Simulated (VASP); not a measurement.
MoS2: single point with PBE+D3(BJ)

The system is MoS2.

```xyz
3
Lattice="3.1742 0.0000 0.0000 -1.5871 2.7490 0.0000 0.0000 0.0000 7.0649" Properties=species:S:1:pos:R:3 pbc="T T T"
Mo    0.0000    0.0000    0.0000
S     0.0000    1.8326    1.6659
S     0.0000    1.8326    5.3990
```

- Program: VASP 6.6.1
- Task: single point
- Functional: PBE
- Dispersion: D3(BJ)
- Potentials or basis: VASP PAW PBE potentials, release 64 (Mo_sv, S)
- Cutoff: 500 eV
- k mesh: 12 × 12 × 6
- Occupations: gaussian, width 0.05 eV
- Spin: no spin polarisation
- Dipole correction: no
- Further INCAR settings: ALGO = Normal; EDIFF = 1e-06; NBANDS = 20

```
Pressure                   : -9.6 GPa
Largest force              : 1.708 eV/Å
Band gap on the k mesh     : 1.29 eV (least direct gap 1.83 eV)
Dispersion energy per atom : -0.370 eV
```

Forces in eV/Å, atoms in the order of the input:
```
Mo   0.000  0.000  0.000
S    0.000  0.000 -1.708
S    0.000  0.000  1.708
```

Stress tensor (GPa, compression positive):
```
 -6.47   0.00   0.00
  0.00  -6.47   0.00
  0.00   0.00 -15.93
```

Levels at points of the mesh, in eV from the valence-band top:
```csv
k point,band 10,band 11,band 12,band 13,band 14,band 15,band 16,band 17
"(0.00, 0.00, 0.00)",-1.54,-1.15,-1.15,-0.75,2.61,2.61,2.64,2.64
"(0.50, 0.00, 0.00)",-2.80,-1.93,-0.90,-0.79,2.24,2.50,3.77,3.85
"(0.00, 0.00, 0.50)",-2.15,-1.16,-1.16,-0.11,2.60,2.60,2.67,2.67
"(0.50, 0.00, 0.50)",-2.81,-2.48,-0.74,-0.60,2.25,2.67,3.26,3.74
```

Run time: 83 s on 1 thread of Intel Xeon 8259CL, on a shared host, peak memory 0.24 GiB.

Caveat: the cell stands under tension; forces of over 1 eV/Å act on the atoms, so gaps and moduli don't describe the material at rest. A k mesh can miss the band edges.
